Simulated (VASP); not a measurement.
Here is a VASP 6.6.1 calculation.

Contents of POSCAR:

```
Ca2TeSe
1.0
    4.4524228366      0.0000000000      0.0000000000
    0.0000000000      4.4524228366      0.0000000000
    0.0000000000      0.0000000000      6.2959568930
Se Ca Te
1 2 1
Direct
    0.0000000000      0.0000000000      0.0000000000
    0.0000000000      0.0000000000      0.5000000000
    0.5000000000      0.5000000000      0.0000000000
    0.5000000000      0.5000000000      0.5000000000
```

File INCAR.step1:

```
ALGO = Normal ; EDIFF = 1E-4
ENCUT = 520 ; GGA = PE
ISMEAR = 0 ; LASPH = True
LCHARG = False ; LREAL = False
LWAVE = True ; NBANDS = 24
NELM = 60 ; PREC = Accurate
SIGMA = 0.01
```

The input INCAR.step2:

```
ALGO = Normal ; EDIFF = 1E-7
ENCUT = 520 ; ISIF = 2
ISMEAR = 0 ; ISTART = 1
LASPH = True ; LCHARG = False
LMIXTAU = True ; LREAL = False
LWAVE = False ; METAGGA = R2SCAN
NBANDS = 24 ; NELM = 60
PREC = Accurate ; SIGMA = 0.01
```

KPOINTS

```
k-points
0
Gamma
  6 6 4
```

Potentials or basis: VASP PAW PBE potentials, release 64 (Se, Ca_sv, Te).

Command:

```console
$ cat potpaw_PBE.64/Se/POTCAR potpaw_PBE.64/Ca_sv/POTCAR potpaw_PBE.64/Te/POTCAR > POTCAR
$ cp INCAR.step1 INCAR
$ mpirun -np 1 vasp_std > vasp.out
$ cp INCAR.step2 INCAR
$ mpirun -np 1 vasp_std > vasp.out
```

Task: What does it give for the pressure?

Result: -2.2 GPa.

Task: What does it give for the band gap on the k mesh?

Result: 2.29 eV.

Caveat: the PAW data sets were made with another functional, which shifts forces and pressure a little; spin-orbit coupling is left out, which moves the levels of the heavy elements. A k mesh can miss the band edges.
